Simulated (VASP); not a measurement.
A run of VASP 6.6.1 is set up as follows.

INCAR

```
SYSTEM = Pt
ALGO = Fast
EDIFF = 1E-8
ENCUT = 520
GGA = PS
IBRION = 8
ISIF = 2
ISMEAR = -1
LASPH = .True.
LCHARG = .True.
LREAL = .False.
LWAVE = .False.
NBANDS = 17
NELM = 60
NSW = 1
PREC = Accurate
SIGMA = 0.05
```

The input KPOINTS:

```
k-points
0
Gamma
  10 10 6
  0 0 0
```

Contents of POSCAR:

```
Pt
1.0
    2.7606656158      0.0000000000      0.0000000000
   -1.3803328079      2.3908065546      0.0000000000
    0.0000000000      0.0000000000      4.7921340000
Pt
2
Direct
    0.3333333333      0.6666666667      0.2500000000
    0.6666666667      0.3333333333      0.7500000000
```

Potentials or basis: VASP PAW PBE potentials, release 64 (Pt).

The run is started by

```console
$ cat potpaw_PBE.64/Pt/POTCAR > POTCAR
$ mpirun -np 1 vasp_std > vasp.out
```

**Question.** What does it give for the highest phonon frequency at Γ?

**Answer.** 154 cm⁻¹.

**Question.** Predict the most unstable mode.

**Answer.** 34i cm⁻¹.

Phonon frequencies in cm⁻¹ (negative: imaginary):
| q point | frequencies |
| --- | --- |
| (0.000, 0.000, 0.000) | -34 -34 0 0 0 154 |

Caveat: the cell wasn't relaxed at this level first, which shifts response properties; some modes are imaginary.
